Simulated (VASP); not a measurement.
# TiAl3: electric field gradients with PBEsol

Crystal: TiAl3.

```xyz
4
Lattice="3.9508 0.0000 0.0000 0.0000 3.9508 0.0000 0.0000 0.0000 3.9508" Properties=species:S:1:pos:R:3 pbc="T T T"
Ti    0.0000    0.0000    0.0000
Al    1.9754    1.9754    0.0000
Al    1.9754    0.0000    1.9754
Al    0.0000    1.9754    1.9754
```

```json
{
 "Program": "VASP 6.6.1",
 "Task": "electric field gradients",
 "Functional": "PBEsol",
 "Potentials or basis": "VASP PAW PBE potentials, release 64 (Ti_sv, Al)",
 "Cutoff": "520 eV",
 "k mesh": "10 × 10 × 10",
 "Occupations": "fermi-dirac, width 0.15 eV",
 "Spin": "no spin polarisation",
 "Dipole correction": "no",
 "Further INCAR settings": "ALGO = Fast; EDIFF = 1e-08; NBANDS = 18"
}
```

```yaml
Pressure: 0.1 GPa
Band_gap_on_the_k_mesh: zero (an odd number of electrons rules out a gap without spin polarisation)
Largest_electric_field_gradient_by_atom: Ti -0.0; Al +17.0 V/Å²
```

Levels at points of the mesh, in eV from the Fermi level:
```
           k point  band 7  band 8  band 9  band 10  band 11  band 12  band 13  band 14
(0.00, 0.00, 0.00)   -3.09   -2.14   -2.14    -2.14     0.18     0.18     0.18     0.71
(0.50, 0.00, 0.00)   -2.25   -2.25   -2.19     0.43     0.77     0.77     0.97     1.03
(0.50, 0.50, 0.00)   -6.12   -5.04   -1.24    -1.24     0.65     0.90     1.12     1.17
(0.50, 0.50, 0.50)   -5.14   -4.98   -3.49    -3.49    -3.49     0.20     1.23     1.23
```

Electric field gradients, principal values (V/Å²):
```
atom   least  middle  greatest (by size)
1 Ti   0.000   0.000               0.000
2 Al  -8.508  -8.508              17.017
3 Al  -8.508  -8.508              17.017
4 Al  -8.508  -8.508              17.017
```

It took 90 s on 1 thread of Intel(R) Xeon(R) 6975P-C (Granite Rapids), with other jobs on the host, peak memory 0.2 GiB.

Caveat: without QUAD_EFG the Cq values of the log hold for a quadrupole moment of 1 mb, not for the nuclei; the PAW data sets were made with another functional, which shifts forces and pressure a little.
